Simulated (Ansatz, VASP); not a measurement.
**Two plane-wave programs on WC**

```
W C
1.0
     2.88514    0.00000    0.00000
    -1.44257    2.49860    0.00000
     0.00000    0.00000    2.80965
W C
1 1
Direct
  0.00000 0.00000 0.00000
  0.66667 0.33333 0.50000
```

Alike in both runs: functional LDA; k mesh 11 × 11 × 9; occupations fermi-dirac, width 0.05 eV; no spin polarisation.

Ansatz relaxed the structure, and its values are those at the end. VASP's run is a single point on that final structure, the one shown.

```csv
,VASP,Ansatz
version,VASP 6.6.1,Ansatz 0.2.0
potentials or method,"VASP PAW LDA potentials, release 64 (W_sv, C)","plane waves, PAW"
plane-wave cutoff (eV),520,420
valence electrons in the cell,18,18
```

Ansatz gave:

- pressure (GPa): 0.0

Q: Which values does VASP return?

A: Pressure (GPa): 2.7.

LDA's correlation is that of Perdew and Zunger in VASP and of Perdew and Wang (1992) in Ansatz.

Spin-orbit coupling is off throughout.
